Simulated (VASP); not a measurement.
Runs of VASP 6.6.1 on SiC. The structure is that of space group F-43m (No. 216), or close to it. The cells are those of the table. 

```csv
level,cell,cutoff (eV),gap on the mesh (eV),pressure (GPa)
"b88 exchange, pbe correlation","a = 3.061 Å, angles 60.0°, 2 atoms",600,1.35,7.9
r2SCAN,"a = 3.040 Å, angles 60.0°, 2 atoms",660,1.70,(c)
"b88 exchange, pbe correlation","a = 3.082 Å, angles 60.0°, 2 atoms",600,1.36,(b)
"b88 exchange, pbe correlation","a = 3.122 Å, angles 60.0°, 2 atoms",600,1.40,-5.0
"b88 exchange, pbe correlation","a = 3.019 Å, angles 60.0°, 2 atoms",600,1.31,18.9
"b88 exchange, pbe correlation","a = 3.142 Å, angles 60.0°, 2 atoms",600,1.41,-8.5
"b88 exchange, pbe correlation","a = 3.102 Å, angles 60.0°, 2 atoms",600,(d),-1.1
"b88 exchange, pbe correlation","a = 3.040 Å, angles 60.0°, 2 atoms",600,(a),13.1
```

Alike in all rows: task single point; potentials or basis VASP PAW PBE potentials, release 64 (Si, C); no spin polarisation; k mesh 10 × 10 × 10; smearing fermi-dirac 0.05 eV.

Problem. Estimate the missing entries.

Solution. (a) 1.33; (b) 3.2; (c) 9.3; (d) 1.38.

Caveats: the PAW data sets were made with another functional, which shifts forces and pressure a little; the cell stands under pressure (at least some runs); the cell stands under tension (at least some runs).

A k mesh can miss the band edges.
